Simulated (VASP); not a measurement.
Here is a VASP 6.6.1 calculation.

Contents of INCAR:

```
ALGO     = Normal         # electronic algorithm
EDIFF    = 1E-6           # SCF threshold, eV
ENCUT    = 520            # plane-wave cutoff, eV
GGA      = PS             # functional
ISIF     = 2              # what is computed and relaxed
ISMEAR   = 0              # smearing method
LASPH    = T              # aspherical terms in the spheres
LCHARG   = F              # write CHGCAR
LREAL    = F              # projectors in reciprocal space
LWAVE    = F              # write WAVECAR
NBANDS   = 16             # bands
NELM     = 60             # most SCF steps
PREC     = Accurate       # precision mode
SIGMA    = 0.1            # smearing width, eV
```

KPOINTS

```
k-points
0
Gamma
  14 14 14
```

POSCAR

```
CoSi2
1.0
    0.0000000000      2.6562384264      2.6562384264
    2.6562384264      0.0000000000      2.6562384264
    2.6562384264      2.6562384264      0.0000000000
Co Si
1 2
Direct
    0.0000000000      0.0000000000      0.0000000000
    0.2500000000      0.2500000000      0.2500000000
    0.7500000000      0.7500000000      0.7500000000
```

Potentials or basis: VASP PAW PBE potentials, release 64 (Co, Si).

Command:

```bash
$ cat potpaw_PBE.64/Co/POTCAR potpaw_PBE.64/Si/POTCAR > POTCAR
$ mpirun -np 1 vasp_std > vasp.out
```

Q: What does it give for the pressure?

A: 0.0 GPa.

Caveat: the PAW data sets were made with another functional, which shifts forces and pressure a little. Spin polarisation is off, so any magnetic state and its effect on volume and gap are missing.
